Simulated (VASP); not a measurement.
Input of a VASP 6.6.1 run:

INCAR

```
  ALGO = Normal
  DIPOL = 0.5 0.5 0.241
  EDIFF = 1E-6
  ENCUT = 520
  GGA = PE
  GGA_COMPAT = False
  IDIPOL = 3
  ISIF = 2
  ISMEAR = 0
  IVDW = 12
  LASPH = True
  LCHARG = False
  LDIPOL = True
  LREAL = False
  LWAVE = False
  NBANDS = 28
  NELM = 120
  NELMDL = -8
  PREC = Accurate
  SIGMA = 0.1
```

File KPOINTS:

```
k-points
0
Gamma
  6 6 1
```

File POSCAR:

```
HC4
1.0
    4.9314379192      0.0000000000      0.0000000000
   -2.4657189596      4.2707505152      0.0000000000
    0.0000000000      0.0000000000     18.0000000000
C H
8 2
Direct
    0.1666666667      0.3333333333      0.2222222222
    0.1666666667      0.8333333333      0.2222222222
    0.6666666667      0.3333333333      0.2222222222
    0.6666666667      0.8333333333      0.2222222222
    0.3333333333      0.1666666667      0.2222222222
    0.3333333333      0.6666666667      0.2222222222
    0.8333333333      0.1666666667      0.2222222222
    0.8333333333      0.6666666667      0.2222222222
    0.1128705015      0.3871294985      0.3183333333
    0.2204628318      0.2795371682      0.3183333333
```

Potentials or basis: VASP PAW PBE potentials, release 64 (C, H).

Run with:

```sh
$ cat potpaw_PBE.64/C/POTCAR potpaw_PBE.64/H/POTCAR > POTCAR
$ mpirun -np 1 vasp_std > vasp.out
```

(1) Estimate the largest force.

(2) Estimate the dispersion energy per atom.

(3) Predict the band gap on the k mesh.

Answers

(1) 3.929 eV/Å.

(2) -0.089 eV.

(3) 0.35 eV.
